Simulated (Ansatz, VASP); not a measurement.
## Two plane-wave programs on LiH

```xyz
2
Lattice="0.0000 2.0368 2.0368 2.0368 0.0000 2.0368 2.0368 2.0368 0.0000" Properties=species:S:1:pos:R:3 pbc="T T T"
Li    0.0000    0.0000    0.0000
H     2.0368    2.0368    2.0368
```

Alike in both runs: functional PBEsol; k mesh 10 × 10 × 10; no spin polarisation.

|  | VASP | Ansatz |
| --- | --- | --- |
| version | VASP 6.6.1 | Ansatz 0.2.0 |
| potentials or method | VASP PAW PBE potentials, release 64 (Li_sv, H) | Ansatz PAW |
| plane-wave cutoff (eV) | 520 | 420 |
| occupations | gaussian, width 0.01 eV | fixed |
| valence electrons in the cell | 4 | 4 |
| task | single point | band structure |

```tsv
	VASP	Ansatz	Ansatz less VASP
gap on the k mesh at the Fermi level (eV)	2.78	2.79	+0.002
least direct gap on the mesh (eV)	2.78	2.79	+0.002
```

VASP's potentials were made for PBE, not for PBEsol.

Noted on VASP's run: the cutoff is short for stress, so the pressure is rough.
